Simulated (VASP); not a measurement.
Sn:

```
Sn
1.0
     0.00000    3.23334    3.23334
     3.23334    0.00000    3.23334
     3.23334    3.23334    0.00000
Sn
2
Cartesian
  4.8500 4.8500 4.8500
  3.2333 3.2333 3.2333
```

This isn't the form of Sn at room conditions, which is tetragonal (white tin).

```yaml
Program: VASP 6.6.1
Task: relaxation of cell and atoms
Functional: RPBE
Dispersion: D4
Potentials_or_basis: VASP PAW PBE potentials, release 64 (Sn_d)
Cutoff: 600 eV
k_mesh: 7 × 7 × 7
Occupations: fermi-dirac, width 0.05 eV
Spin: no spin polarisation
```

At the start: pressure 1.9 GPa; volume 33.80 Å³/atom.

**Question.** Where does the relaxation end?

**Answer.** Over 3 steps the energy falls by 8.6 meV/atom and the volume is 35.30 Å³/atom (+4.4 %); space group Fd-3m (No. 227, to 0.1 Å) before and after.

The path:
```tsv
step	energy change (eV)	largest force (eV/Å)	pressure (GPa)	volume (Å³)
1	0.0000	0.0000	1.93	67.61
2	-0.0154	0.0000	-0.56	71.67
3	-0.0173	0.0000	0.00	70.61
```

Final structure:
```
Sn
1.0
     0.00000    3.28047    3.28047
     3.28047    0.00000    3.28047
     3.28047    3.28047    0.00000
Sn
2
Cartesian
  4.9207 4.9207 4.9207
  3.2805 3.2805 3.2805
```

Caveat: the PAW data sets were made with another functional, which shifts forces and pressure a little.
